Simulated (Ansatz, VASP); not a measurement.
## One calculation of YCrC4N4, two programs

```
CELL_PARAMETERS angstrom
6.29666 0.00000 0.00000
0.00000 6.29666 0.00000
0.00000 0.00000 6.29666
ATOMIC_POSITIONS crystal
Y 0.50000 0.50000 0.50000
Cr 0.00000 0.00000 0.00000
C 0.18634 0.18634 0.18634
C 0.18634 0.81366 0.81366
C 0.81366 0.18634 0.81366
C 0.81366 0.81366 0.18634
N 0.29481 0.29481 0.29481
N 0.29481 0.70519 0.70519
N 0.70519 0.29481 0.70519
N 0.70519 0.70519 0.29481
```

Alike in both runs: functional PBE; k mesh 4 × 4 × 4; occupations gaussian, width 0.1 eV; collinear spin.

Ansatz relaxed the structure, and its values are those at the end. VASP's run is a single point on that final structure, the one shown.

```csv
,VASP,Ansatz
version,VASP 6.6.1,Ansatz 0.2.0
potentials or method,"VASP PAW PBE potentials, release 64 (Y_sv, Cr_pv, C, N), cutoff 520 eV","scalar-relativistic, plane waves, PAW"
valence electrons in the cell,59,61
```

```csv
,VASP,Ansatz,Ansatz less VASP
gap on the k mesh at the Fermi level (eV),0.86,0.85,-0.006
least direct gap on the mesh (eV),0.86,0.85,-0.006
pressure (GPa),0.5,0.2,-0.27
rms of the force components (eV/Å),0.146,0.018,-0.1277
net moment per atom (μB),0.50,0.50,0.000
size of the moment on the site where the two differ most (μB),3.41,2.78,-0.624
```

Site moments also hang on the region over which each program counts them. VASP's potentials hold 59 valence electrons a cell and Ansatz's 61, so a difference there can come from the potentials and not from the codes.

Noted on VASP's run: the standard files for N, O and F lose accuracy on very short bonds.
